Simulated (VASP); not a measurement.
Write the native input for VASP 6.6.1 that does the following.

```
Task                   : single point
Functional             : r2SCAN
Potentials or basis    : VASP PAW PBE potentials, release 64 (Si, O)
Cutoff                 : 520 eV
k mesh                 : 6 × 6 × 4
Occupations            : gaussian, width 0.05 eV
Spin                   : no spin polarisation
Dipole correction      : no
Further INCAR settings : ALGO = Normal; EDIFF = 1e-07; NBANDS = 34
```

Crystal: SiO2.

```
Si O
1.0
     4.98378    0.00000    0.00000
    -2.49189    4.31608    0.00000
     0.00000    0.00000    5.54109
Si O
3 6
Direct
  0.00000 0.50000 0.33333
  0.50000 0.50000 0.66667
  0.50000 0.00000 0.00000
  0.58350 0.79175 0.83333
  0.79175 0.58350 0.50000
  0.79175 0.20825 0.16667
  0.41650 0.20825 0.83333
  0.20825 0.41650 0.50000
  0.20825 0.79175 0.16667
```

This cell differs from its parent crystal: strain -0.0150 x Voigt [1, 1, 0, 0, 0, 0].

One way to write it, as run:

POSCAR

```
SiO2
1.0
    4.9837826537      0.0000000000      0.0000000000
   -2.4918913269      4.3160823851      0.0000000000
    0.0000000000      0.0000000000      5.5410855913
Si O
3 6
Direct
    0.0000000000      0.5000000000      0.3333333333
    0.5000000000      0.5000000000      0.6666666667
    0.5000000000      0.0000000000      0.0000000000
    0.5834989524      0.7917494762      0.8333333333
    0.7917494762      0.5834989524      0.5000000000
    0.7917494762      0.2082505238      0.1666666667
    0.4165010476      0.2082505238      0.8333333333
    0.2082505238      0.4165010476      0.5000000000
    0.2082505238      0.7917494762      0.1666666667
```

INCAR.step1

```
  PREC = Accurate
  ENCUT = 520
  ISMEAR = 0
  SIGMA = 0.05
  LREAL = F
  LASPH = T
  NELM = 60
  NBANDS = 34
  GGA = PE
  ALGO = Normal
  EDIFF = 1E-4
  LWAVE = T
  LCHARG = F
```

INCAR.step2

```
  PREC = Accurate
  ENCUT = 520
  EDIFF = 1E-7
  ISMEAR = 0
  SIGMA = 0.05
  LREAL = F
  LASPH = T
  NELM = 60
  ALGO = Normal
  ISIF = 2
  LWAVE = F
  LCHARG = F
  METAGGA = R2SCAN
  LMIXTAU = T
  NBANDS = 34
  ISTART = 1
```

KPOINTS

```
Automatic mesh
0
Gamma
  6 6 4
```

Potentials or basis: VASP PAW PBE potentials, release 64 (Si, O).

Command:

```console
$ cat potpaw_PBE.64/Si/POTCAR potpaw_PBE.64/O/POTCAR > POTCAR
$ cp INCAR.step1 INCAR
$ mpirun -np 1 vasp_std > vasp.out
$ cp INCAR.step2 INCAR
$ mpirun -np 1 vasp_std > vasp.out
```

Results of the run:

- Pressure: 6.2 GPa
- Largest force: 0.259 eV/Å
- Band gap on the k mesh: 6.43 eV (least direct gap 6.59 eV)

Caveat: the cell differs from its parent crystal (strain -0.0150 x Voigt [1, 1, 0, 0, 0, 0]); the cell stands under pressure; the PAW data sets were made with another functional, which shifts forces and pressure a little.

It took 7.2 min on 1 thread of Intel(R) Xeon(R) Platinum 8259CL CPU @ 2.50GHz (Skylake/Cascade Lake), on a shared host, peak memory 0.28 GiB.
